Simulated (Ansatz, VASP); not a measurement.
## One calculation of BP, two programs

```
B P
1.0
     0.00000    2.31438    2.26900
     2.26900    0.00000    2.26900
     2.26900    2.31438    0.00000
B P
1 1
Direct
  0.00000 0.00000 0.00000
  0.75000 0.75000 0.75000
```

Change from the starting cell: strain +0.0200 x Voigt [0, 1, 0, 0, 0, 0], atoms carried along.

Alike in both runs: task single point; functional PBEsol; k mesh 10 × 10 × 10; occupations gaussian, width 0.05 eV; no spin polarisation.

|  | VASP | Ansatz |
| --- | --- | --- |
| version | VASP 6.6.1 | Ansatz 0.2.0 |
| potentials or method | VASP PAW PBE potentials, release 64 (B, P), cutoff 520 eV | scalar-relativistic, plane waves, PAW |
| valence electrons in the cell | 8 | 8 |

VASP gave:

- gap on the k mesh at the Fermi level (eV): 1.01
- least direct gap on the mesh (eV): 3.23
- pressure (GPa): -5.0
- traceless stress, the component that is largest in VASP (GPa): -3.51

Estimate Ansatz's values.

gap on the k mesh at the Fermi level (eV): 1.01; least direct gap on the mesh (eV): 3.23; pressure (GPa): -5.1; traceless stress, the component that is largest in VASP (GPa): -3.51.

VASP's potentials were made for PBE, not for PBEsol.
